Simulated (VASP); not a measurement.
A run of VASP 6.6.1:

Contents of INCAR:

```
PREC = Accurate ; ENCUT = 520
EDIFF = 1E-6 ; ISMEAR = 0
SIGMA = 0.1 ; LREAL = F
LASPH = T ; NELM = 60
ALGO = Normal ; ISIF = 2
LWAVE = F ; LCHARG = F
GGA = PE ; NBANDS = 19
```

KPOINTS

```
regular mesh
0
Gamma
  10 10 4
```

The input POSCAR:

```
Be2Se
1.0
    3.2262038979      0.0000000000      0.0000000000
    0.0000000000      3.2262038979      0.0000000000
    0.0000000000      0.0000000000      8.4435658413
Be Se
4 2
Direct
    0.5000000000      0.5000000000      0.0000000000
    0.5000000000      0.0000000000      0.7972954799
    0.0000000000      0.0000000000      0.0000000000
    0.0000000000      0.5000000000      0.2027045201
    0.5000000000      0.0000000000      0.2857373248
    0.0000000000      0.5000000000      0.7142626752
```

Potentials or basis: VASP PAW PBE potentials, release 64 (Be, Se).

The run is started by

```console
$ cat potpaw_PBE.64/Be/POTCAR potpaw_PBE.64/Se/POTCAR > POTCAR
$ mpirun -np 1 vasp_std > vasp.out
```

Hardware: 1 thread of AMD EPYC 7R13, with other jobs on the host.

Question: Estimate the wall time of this run.

Answer: Run time: 120 s on 1 thread of AMD EPYC 7R13 (shared host), peak memory 0.21 GiB. Counts: scf iterations 14, k points 63.
